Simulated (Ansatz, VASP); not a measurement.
C in VASP and in Ansatz

INCAR

```
SYSTEM = C
PREC = Accurate ; ENCUT = 520
EDIFF = 1E-6 ; ISMEAR = 0
SIGMA = 0.05 ; LREAL = .FALSE.
LASPH = .TRUE. ; NELM = 100
ALGO = Normal ; ISIF = 2
LWAVE = .FALSE. ; LCHARG = .FALSE.
GGA = PS ; NBANDS = 11
```

Contents of KPOINTS:

```
regular mesh
0
G
  12 12 12
  0 0 0
```

File POSCAR:

```
C
1.0
    0.0000000000      1.7834000000      1.9260720000
    1.7834000000      0.0000000000      1.9260720000
    1.7834000000      1.7834000000      0.0000000000
C
2
Direct
    0.5000000000      0.5000000000      0.5000000000
    0.7500000000      0.7500000000      0.7500000000
```

Input for Ansatz:

```yaml
crystal:
  lattice:
    - [0.0, 1.7834, 1.926072]
    - [1.7834, 0.0, 1.926072]
    - [1.7834, 1.7834, 0.0]
  atoms:
    - { symbol: C, position: [0.5, 0.5, 0.5] }
    - { symbol: C, position: [0.75, 0.75, 0.75] }
basis:
  ecutwfc: 420
kpoints:
  mp_grid: { grid: [12, 12, 12] }
hamiltonian:
  xc: pbesol
scf:
  occupations: { method: gaussian, width: 0.05 }
output:
  forces: true
  stress: true
  eigenvalues: true
```

Change from the starting cell: strain +0.000 along x and y, +0.080 along z, atoms carried along.

Alike in both runs: task single point; functional PBEsol; k mesh 12 × 12 × 12; occupations gaussian, width 0.05 eV; no spin polarisation.

|  | VASP | Ansatz |
| --- | --- | --- |
| version | VASP 6.6.1 | Ansatz 0.2.0 |
| potentials or method | VASP PAW PBE potentials, release 64 (C), cutoff 520 eV | scalar-relativistic, plane waves, PAW |
| valence electrons in the cell | 8 | 8 |

```csv
,VASP,Ansatz,Ansatz less VASP
gap on the k mesh at the Fermi level (eV),2.94,2.95,+0.007
least direct gap on the mesh (eV),4.68,4.68,+0.003
pressure (GPa),-32.7,-33.3,-0.69
"traceless stress, the component that is largest in VASP (GPa)",-46.64,-46.64,-0.005
```

VASP's potentials were made for PBE, not for PBEsol. Both programs put the cell under strong tension, so it lies far from rest at this level. With one functional, cell and mesh, what is left measures potentials, basis and numerics.

Noted on VASP's run: the cell as given lies far from equilibrium.
